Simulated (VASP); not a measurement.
# MgO: relaxation of cell and atoms with LDA

The system is MgO.

```
Mg O
1.0
     0.00000    2.07963    2.07963
     2.07963    0.00000    2.07963
     2.07963    2.07963    0.00000
Mg O
1 1
Direct
  0.00000 0.00000 0.00000
  0.50000 0.50000 0.50000
```

```yaml
Program: VASP 6.6.1
Task: relaxation of cell and atoms
Functional: LDA
Potentials_or_basis: VASP PAW LDA potentials, release 64 (Mg, O)
Cutoff: 600 eV
k_mesh: 10 × 10 × 10
Occupations: gaussian, width 0.01 eV
Spin: no spin polarisation
Dipole_correction: no
Further_INCAR_settings: ALGO = Normal; EDIFF = 1e-06; IBRION = 2; EDIFFG = -0.001; NSW = 80; ISIF = 3
```

The relaxed volume is 8.89 Å³/atom, the relaxed cell is a = 2.930 Å, b = 2.930 Å, c = 2.930 Å, α = 60.00°, β = 60.00°, γ = 60.00° and the space group after relaxing (to 0.05 Å) is Fm-3m (No. 225). The energy gained by relaxing is 0.6 meV/atom and the ionic steps are 3. The pressure after relaxing is 0.0 GPa and the band gap on the k mesh is 5.15 eV, direct.

Step by step:
| step | energy change (eV) | largest force (eV/Å) | pressure (GPa) | volume (Å³) |
| --- | --- | --- | --- | --- |
| 1 | 0.0000 | 0.0000 | -1.94 | 17.99 |
| 2 | -0.0010 | 0.0000 | 0.82 | 17.71 |
| 3 | -0.0012 | 0.0000 | 0.01 | 17.79 |

Final structure:
```
Mg O
1.0
     0.00000    2.07182    2.07182
     2.07182    0.00000    2.07182
     2.07182    2.07182    0.00000
Mg O
1 1
Cartesian
  0.0000 0.0000 0.0000
  2.0718 2.0718 2.0718
```

Levels at points of the mesh, in eV from the valence-band top:
| k point | band 2 | band 3 | band 4 | band 5 | band 6 | band 7 |
| --- | --- | --- | --- | --- | --- | --- |
| (0.00, 0.00, 0.00) | 0.00 | 0.00 | 0.00 | 5.15 | 15.79 | 15.79 |
| (0.50, 0.00, 0.00) | -4.92 | -0.72 | -0.72 | 8.05 | 12.96 | 16.51 |
| (0.50, 0.50, 0.00) | -4.36 | -1.44 | -1.44 | 8.93 | 10.24 | 13.42 |

It took 5 s on 1 thread of Intel(R) Xeon(R) 6975P-C (Granite Rapids) (shared host), peak memory 0.13 GiB.

LDA usually gives volumes a few per cent too small. Zero-point motion and thermal expansion aren't in these numbers.
